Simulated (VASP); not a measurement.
# CaMgF4 (F-43m) in VASP: single point with PBE

Aim: the single point of CaMgF4 with PBE.

All numbers are computed with VASP 6.6.1; they aren't measurements. Logs are shortened: lines on timing, memory, paths and dates and some standing lists are left out, and cuts for length are marked.

### Step 1. The cell of the first run

Symmetry: F-43m, No. 216, cubic system. Conventional cell: a = 6.876 Å, b = 6.876 Å, c = 6.876 Å, α = 90.00°, β = 90.00°, γ = 90.00°. Within 3.8 Å of Ca (site symmetry -43m) lie 12 F at 2.85 Å and 4 Mg at 2.98 Å. Within 3.8 Å of Mg (site symmetry -43m) lie 12 F at 2.85 Å and 4 Ca at 2.98 Å. F (site symmetry 3m) has 6 F at 2.43 Å and 3 Mg at 2.85 Å and 3 Ca at 2.85 Å within 3.2 Å.

The cell was built from a structure type or drawn by symmetry, and may not be a known phase.

### Step 2. Single point, PBE

Contents of INCAR:

```
SYSTEM = CaMgF4
PREC = Accurate ; ENCUT = 520
EDIFF = 1E-7 ; ISMEAR = 0
SIGMA = 0.1 ; LREAL = .FALSE.
LASPH = .TRUE. ; NELM = 80
ALGO = Normal ; ISIF = 2
LWAVE = .FALSE. ; LCHARG = .TRUE.
GGA = PE ; LELF = .TRUE.
LVHAR = .TRUE. ; NBANDS = 29
```

Contents of KPOINTS:

```
regular mesh
0
G
  4 4 4
  0 0 0
```

Contents of POSCAR:

```
CaMgF4
1.0
    0.0000000000      3.4380392600      3.4380392600
    3.4380392600      0.0000000000      3.4380392600
    3.4380392600      3.4380392600      0.0000000000
Ca Mg F
1 1 4
Direct
    0.2500000000      0.2500000000      0.2500000000
    0.0000000000      0.0000000000      0.0000000000
    0.6251253300      0.1246240000      0.6251253300
    0.6251253300      0.6251253300      0.1246240000
    0.6251253300      0.6251253300      0.6251253300
    0.1246240000      0.6251253300      0.6251253300
```

Potentials or basis: VASP PAW PBE potentials, release 64 (Ca_sv, Mg, F).

Run with:

```console
$ cat potpaw_PBE.64/Ca_sv/POTCAR potpaw_PBE.64/Mg/POTCAR potpaw_PBE.64/F/POTCAR > POTCAR
$ mpirun -np 1 vasp_std > vasp.out
```

OUTCAR:

```text
SYSTEM = CaMgF4
   PREC = Accurate
   ENCUT = 520
   EDIFF = 1E-7
   ISMEAR = 0
   LREAL = .FALSE.
   LASPH = .TRUE.
   NELM = 80
   ISIF = 2
   GGA = PE

 ion  position               nearest neighbor table
   1  0.250  0.250  0.250-   2 2.98   2 2.98   2 2.98   2 2.98
   2  0.000  0.000  0.000-   1 2.98   1 2.98   1 2.98   1 2.98
   3  0.625  0.125  0.625-
   4  0.625  0.625  0.125-
   5  0.625  0.625  0.625-
   6  0.125  0.625  0.625-

  LATTYP: Found a face centered cubic cell.
 ALAT       =     6.8760785200

  Lattice vectors:

 A1 = (   0.0000000000,   3.4380392600,   3.4380392600)
 A2 = (   3.4380392600,   0.0000000000,   3.4380392600)
 A3 = (   3.4380392600,   3.4380392600,   0.0000000000)

Analysis of symmetry for initial positions (statically):
=====================================================================
 Subroutine PRICEL returns:
 Original cell was already a primitive cell.

 Routine SETGRP: Setting up the symmetry group for a
 face centered cubic supercell.

 Subroutine GETGRP returns: Found 24 space group operations
 (whereof 24 operations were pure point group operations)
 out of a pool of 48 trial point group operations.

The static configuration has the point symmetry T_d .

Analysis of symmetry for dynamics (positions and initial velocities):
=====================================================================
 Subroutine PRICEL returns:
 Original cell was already a primitive cell.

 Routine SETGRP: Setting up the symmetry group for a
 face centered cubic supercell.

 Subroutine GETGRP returns: Found 24 space group operations
 (whereof 24 operations were pure point group operations)
 out of a pool of 48 trial point group operations.

The dynamic configuration has the point symmetry T_d .

 Subroutine INISYM returns: Found 24 space group operations
 (whereof 24 operations are pure point group operations),
 and found     1 'primitive' translations

----------------------------------------------------------------------------------------

                                     Primitive cell

  volume of cell :      81.2760

  direct lattice vectors                    reciprocal lattice vectors
     0.000000000  3.438039260  3.438039260    -0.145431731  0.145431731  0.145431731
     3.438039260  0.000000000  3.438039260     0.145431731 -0.145431731  0.145431731
     3.438039260  3.438039260  0.000000000     0.145431731  0.145431731 -0.145431731

  length of vectors
     4.862121749  4.862121749  4.862121749     0.251895147  0.251895147  0.251895147

  position of ions in fractional coordinates (direct lattice)
     0.250000000  0.250000000  0.250000000
     0.000000000  0.000000000  0.000000000
     0.625125330  0.124624000  0.625125330
     0.625125330  0.625125330  0.124624000
     0.625125330  0.625125330  0.625125330
     0.124624000  0.625125330  0.625125330

  ion indices of the primitive-cell ions
   primitive index   ion index
                 1           1
                 2           2
                 3           3
                 4           4
                 5           5
                 6           6

----------------------------------------------------------------------------------------

 KPOINTS: regular mesh

Automatic generation of k-mesh.
 Grid dimensions read from file:
 generate k-points for:    4    4    4

 Generating k-lattice:

  Cartesian coordinates                     Fractional coordinates (reciprocal lattice)
    -0.036357933  0.036357933  0.036357933     0.250000000  0.000000000  0.000000000
     0.036357933 -0.036357933  0.036357933     0.000000000  0.250000000  0.000000000
     0.036357933  0.036357933 -0.036357933     0.000000000  0.000000000  0.250000000

  Length of vectors
     0.062973787  0.062973787  0.062973787

  Shift w.r.t. Gamma in fractional coordinates (k-lattice)
     0.000000000  0.000000000  0.000000000

 Subroutine IBZKPT returns following result:
 ===========================================

 Found      8 irreducible k-points:

 Following reciprocal coordinates:
            Coordinates               Weight
  0.000000  0.000000  0.000000      1.000000
  0.250000  0.000000  0.000000      8.000000
  0.500000  0.000000  0.000000      4.000000
  0.250000  0.250000  0.000000      6.000000
  0.500000  0.250000  0.000000     24.000000
 -0.250000  0.250000  0.000000     12.000000
  0.500000  0.500000  0.000000      3.000000
 -0.250000  0.500000  0.250000      6.000000
   k-points           NKPTS =      8   k-points in BZ     NKDIM =      8   number of bands    NBANDS=     29
   number of dos      NEDOS =    301   number of ions     NIONS =      6
   total plane-waves  NPLWV =  46656
   dimension x,y,z NGX =    36 NGY =   36 NGZ =   36
   dimension x,y,z NGXF=    72 NGYF=   72 NGZF=   72
   ions per type =               1   1   4
   NGX,Y,Z   is equivalent  to a cutoff of  12.31, 12.31, 12.31 a.u.
   NGXF,Y,Z  is equivalent  to a cutoff of  24.62, 24.62, 24.62 a.u.
 SYSTEM =  CaMgF4
   PREC   = accura    normal or accurate (medium, high low for compatibility)
   ISTART =      0    job   : 0-new  1-cont  2-samecut
   ICHARG =      2    charge: 1-file 2-atom 10-const
   ISPIN  =      1    spin polarized calculation?
   LNONCOLLINEAR =      F non collinear calculations
   LSORBIT =      F    spin-orbit coupling
   LASPH  =      T    aspherical Exc in radial PAW
   ENCUT  =  520.0 eV  38.22 Ry    6.18 a.u.   9.04  9.04  9.04*2*pi/ulx,y,z
   NELM   =     80;   NELMIN=  2; NELMDL= -5     # of ELM steps
   EDIFF  = 0.1E-06   stopping-criterion for ELM
   LREAL  =      F    real-space projection
   EDIFFG = 0.1E-05   stopping-criterion for IOM
   NSW    =      0    number of steps for IOM
   IBRION =     -1    ionic relax: 0-MD 1-quasi-New 2-CG
   NFREE  =      0    steps in history (QN), initial steepest desc. (CG)
   ISIF   =      2    stress and relaxation
   ISYM   =      2    0-nonsym 1-usesym 2-fastsym
   POTIM  = 0.5000    time-step for ionic-motion
   TEBEG  =    0.0;   TEEND  =   0.0 temperature during run
   PSTRESS=    0.0 pullay stress
   NELECT =      40.0000    total number of electrons
   NUPDOWN=      -1.0000    fix difference up-down
   EMIN   =  10.00;   EMAX   =-10.00  energy-range for DOS
   EFERMI =   0.00;   METHOD = LEGACY
   ISMEAR =     0;   SIGMA  =   0.10  broadening in eV -4-tet -1-fermi 0-gaus
   EFERMI_NEDOS =   21; number of points for ismear=-14 and -15
   IALGO  =     38    algorithm
   IMIX   =      4    mixing-type and parameters
     AMIX     =   0.40;   BMIX     =  1.00
     AMIX_MAG =   1.60;   BMIX_MAG =  1.00
  volume/ion in A,a.u.               =      13.55        91.41
  Fermi-wavevector in a.u.,A,eV,Ry     =   1.292530  2.442528 22.730356  1.670634
  Thomas-Fermi vector in A             =   2.424232
   LORBIT       =      0    0 simple, 1 ext, 2 COOP (PROOUT), +10 PAW based schemes
   GGA     = PE    functional components
   LHFCALC =     F    Hartree Fock is set to
   AEXX    =    0.0000 exact exchange contribution
   IVDW    =     0    specifies the selected vdW correction
   LEPSILON=     F    determine dielectric tensor
   LRPA    =     F    only Hartree local field effects (RPA)
 non-spin polarized calculation
 Gauss-broadening in eV      SIGMA  =   0.10
  energy-cutoff  :      520.00
  volume of cell :       81.28
 maximum number of plane-waves:      2208
   NGX = 19   NGY = 19   NGZ = 19

 number of electron      40.0000004 magnetization

 Free energy of the ion-electron system (eV)
  ---------------------------------------------------
  ext. energy  EPLUGINS =         0.00000000
  ---------------------------------------------------
  free energy    TOTEN  =       -20.96775644 eV

  energy without entropy =      -20.96316593  energy(sigma->0) =      -20.96546119

 E-fermi :   1.7744     XC(G=0):  -9.6274

 val. band max:        1.6978585147   @ k =   0.0000   0.0000   0.0000
 cond. band min:       2.0887354957   @ k =   0.2500   0.0000   0.0000
 fundamental gap:      0.3908769810
 Fermi energy:         1.7743569770

 k-point     1 :       0.0000    0.0000    0.0000
  band No.  band energies     occupation
      1     -39.8245      2.00000
      2     -20.7802      2.00000
      3     -20.7802      2.00000
      4     -20.7802      2.00000
      5     -19.8883      2.00000
      6     -18.6203      2.00000
[... 21 lines left out ...]
     28       9.4152      0.00000
     29       9.4152      0.00000

 k-point     2 :       0.2500    0.0000    0.0000
  band No.  band energies     occupation
      1     -39.8241      2.00000
      2     -20.8429      2.00000
      3     -20.7813      2.00000
      4     -20.7813      2.00000
      5     -19.7050      2.00000
      6     -18.7627      2.00000
[... 21 lines left out ...]
     28       9.4297      0.00000
     29       9.4297      0.00000

 k-point     3 :       0.5000    0.0000    0.0000
  band No.  band energies     occupation
      1     -39.8236      2.00000
      2     -20.8937      2.00000
      3     -20.7825      2.00000
      4     -20.7825      2.00000
      5     -19.4623      2.00000
      6     -18.9763      2.00000
[... 21 lines left out ...]
     28       9.4604      0.00000
     29       9.4604      0.00000

 k-point     4 :       0.2500    0.2500    0.0000
  band No.  band energies     occupation
      1     -39.8239      2.00000
      2     -20.8349      2.00000
      3     -20.7913      2.00000
      4     -20.7913      2.00000
      5     -19.6569      2.00000
      6     -18.8261      2.00000
[... 21 lines left out ...]
     28       9.1920      0.00000
     29       9.1920      0.00000

 k-point     5 :       0.5000    0.2500    0.0000
  band No.  band energies     occupation
      1     -39.8235      2.00000
      2     -20.8669      2.00000
      3     -20.8032      2.00000
      4     -20.7925      2.00000
      5     -19.4126      2.00000
      6     -19.0413      2.00000
[... 21 lines left out ...]
     28       8.4391      0.00000
     29       9.0856      0.00000

 k-point     6 :      -0.2500    0.2500    0.0000
  band No.  band energies     occupation
      1     -39.8236      2.00000
      2     -20.8648      2.00000
      3     -20.8055      2.00000
      4     -20.7825      2.00000
      5     -19.4970      2.00000
      6     -18.9482      2.00000
[... 21 lines left out ...]
     28       8.3279      0.00000
     29       9.3174      0.00000

 k-point     7 :       0.5000    0.5000    0.0000
  band No.  band energies     occupation
      1     -39.8234      2.00000
      2     -20.8600      2.00000
      3     -20.8024      2.00000
      4     -20.8024      2.00000
      5     -19.2912      2.00000
      6     -19.1950      2.00000
[... 21 lines left out ...]
     28       8.6927      0.00000
     29       8.6927      0.00000

 k-point     8 :      -0.2500    0.5000    0.2500
  band No.  band energies     occupation
      1     -39.8234      2.00000
      2     -20.8541      2.00000
      3     -20.8102      2.00000
      4     -20.8081      2.00000
      5     -19.2550      2.00000
      6     -19.1952      2.00000
[... 21 lines left out ...]
     28       7.7444      0.00000
     29       8.6501      0.00000

------------------------ aborting loop because EDIFF is reached ----------------------------------------

  FORCE on cell =-STRESS in cart. coord.  units (eV):
  Direction    XX          YY          ZZ          XY          YZ          ZX
  --------------------------------------------------------------------------------------
  -------------------------------------------------------------------------------------
  Total       -2.5414627     -2.5414627     -2.5414627     -0.0000000     -0.0000000     -0.0000000
  in kB      -50.0993194    -50.0993194    -50.0993194     -0.0000000     -0.0000000     -0.0000000
  external PRESSURE =     -50.0993194 kB  Pullay stress =       0.0000000 kB

 VOLUME and BASIS-vectors are now :
 -----------------------------------------------------------------------------
  energy-cutoff  :      520.00
  volume of cell :       81.28
      direct lattice vectors                 reciprocal lattice vectors
     0.000000000  3.438039260  3.438039260    -0.145431731  0.145431731  0.145431731
     3.438039260  0.000000000  3.438039260     0.145431731 -0.145431731  0.145431731
     3.438039260  3.438039260  0.000000000     0.145431731  0.145431731 -0.145431731

 POSITION                                       TOTAL-FORCE (eV/Angst)
 -----------------------------------------------------------------------------------
      1.71902      1.71902      1.71902         0.000000      0.000000      0.000000
      0.00000      0.00000      0.00000         0.000000      0.000000      0.000000
      2.57767      4.29841      2.57767         0.012992     -0.012992      0.012992
      2.57767      2.57767      4.29841         0.012992      0.012992     -0.012992
      4.29841      4.29841      4.29841        -0.012992     -0.012992     -0.012992
      4.29841      2.57767      2.57767        -0.012992      0.012992      0.012992
 -----------------------------------------------------------------------------------
    total drift:                                0.000127      0.000127      0.000127

  FREE ENERGIE OF THE ION-ELECTRON SYSTEM (eV)
  ---------------------------------------------------
  free  energy   TOTEN  =       -20.9677564425 eV

  energy  without entropy=      -20.9631659308  energy(sigma->0) =      -20.96546119
```

Run time: 33 s. Hardware: 1 thread of Intel Xeon 8259CL, shared host; peak memory 0.21 GiB.

Results:

```yaml
Free_energy: -20.9678 eV
Pressure: -5.0 GPa
Largest_force: 0.023 eV/Å
Band_gap_on_the_k_mesh: zero (filled and empty bands touch)
```

Forces on the atoms (eV/Å):
```
Ca   0.000  0.000  0.000
Mg   0.000  0.000  0.000
F    0.013 -0.013  0.013
F    0.013  0.013 -0.013
F   -0.013 -0.013 -0.013
F   -0.013  0.013  0.013
```

Levels at points of the mesh, in eV from the Fermi level:
| k point | band 17 | band 18 | band 19 | band 20 | band 21 | band 22 | band 23 | band 24 |
| --- | --- | --- | --- | --- | --- | --- | --- | --- |
| (0.00, 0.00, 0.00) | -1.20 | -1.01 | -0.08 | -0.08 | -0.08 | 3.00 | 3.00 | 3.00 |
| (0.50, 0.00, 0.00) | -1.66 | -1.19 | -0.17 | -0.17 | 0.79 | 3.42 | 3.42 | 3.48 |
| (0.50, 0.50, 0.00) | -2.08 | -2.08 | -0.29 | -0.29 | 1.41 | 3.20 | 3.29 | 3.29 |

Caveat: the k points lie up to 0.40 Å⁻¹ apart.
